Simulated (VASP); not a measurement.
Runs of VASP 6.6.1 on Sn. The structure is that of space group Im-3m (No. 229), or close to it. The cells are those of the table. 

```tsv
task	level	potentials or basis	cell	cutoff (eV)	gap on the mesh (eV)	pressure (GPa)	relaxed volume (Å³/atom)
single point	LDA	VASP PAW LDA potentials, release 64 (Sn_d)	a = 3.205 Å, angles 109.5°, 1 atom	520	none	0.1	-
relaxation of cell and atoms	r2SCAN	VASP PAW PBE potentials, release 64 (Sn_d)	relaxed from a = 3.282 Å, angles 109.5°, 1 atom	600	none	0.0	(a)
single point	PBEsol	VASP PAW PBE potentials, release 64 (Sn_d)	a = 3.232 Å, angles 109.5°, 1 atom	520	none	0.0	-
relaxation of cell and atoms	LDA	VASP PAW LDA potentials, release 64 (Sn_d)	relaxed from a = 3.282 Å, angles 109.5°, 1 atom	600	none	0.0	25.39
single point	r2SCAN	VASP PAW PBE potentials, release 64 (Sn_d)	a = 3.264 Å, angles 109.5°, 1 atom	520	none	0.1	-
relaxation of cell and atoms	PBEsol	VASP PAW PBE potentials, release 64 (Sn_d)	relaxed from a = 3.282 Å, angles 109.5°, 1 atom	600	none	0.0	26.02
```

Alike in all rows: no spin polarisation; k mesh 12 × 12 × 12; smearing methfessel-paxton 0.1 eV.

**Question.** Estimate the missing entries.

**Answer.** (a) 26.83.

Caveats: spin-orbit coupling is left out, which moves the levels of the heavy elements; the PAW data sets were made with another functional, which shifts forces and pressure a little (some runs).

A k mesh can miss the band edges, and the runs leave out spin-orbit coupling on Sn.

A gap of «none» marks levels without a gap at the run's occupations.
